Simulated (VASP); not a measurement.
The system is Si.

```xyz
2
Lattice="-2.4652 2.4652 1.3559 2.4652 -2.4652 1.3559 2.4652 2.4652 -1.3559" Properties=species:S:1:pos:R:3 pbc="T T T"
Si    0.0000   -1.2326   -0.3390
Si    0.0000    1.2326    0.3390
```

- Program: VASP 6.6.1
- Task: relaxation of cell and atoms
- Functional: PBE
- Potentials or basis: VASP PAW PBE potentials, release 64 (Si)
- Cutoff: 600 eV
- k mesh: 18 × 18 × 18
- Occupations: fermi-dirac, width 0.1 eV
- Spin: no spin polarisation

At the start: pressure -6.5 GPa; volume 16.48 Å³/atom.

Q: Where does the relaxation end?

A: Over 8 steps the energy falls by 24.6 meV/atom and the volume is 15.35 Å³/atom (-6.9 %); space group I4_1/amd (No. 141, to 0.1 Å) before and after.

The path:
| step | energy change (eV) | largest force (eV/Å) | pressure (GPa) | volume (Å³) |
| --- | --- | --- | --- | --- |
| 1 | 0.0000 | 0.0000 | -6.51 | 32.96 |
| 2 | -0.0408 | 0.0000 | 3.19 | 29.87 |
| 3 | -0.0490 | 0.0000 | 0.01 | 30.71 |
| 4 | -0.0490 | 0.0000 | -0.15 | 30.75 |
| 5 | -0.0491 | 0.0000 | -0.15 | 30.74 |
| 6 | -0.0491 | 0.0000 | -0.14 | 30.74 |
| 7 | -0.0491 | 0.0000 | 0.09 | 30.67 |
| 8 | -0.0491 | 0.0000 | 0.00 | 30.70 |

Final structure:
```
Si
1.0
    -2.40826    2.40826    1.32318
     2.40826   -2.40826    1.32318
     2.40826    2.40826   -1.32318
Si
2
Direct
  0.62500 0.87500 0.75000
  0.37500 0.12500 0.25000
```
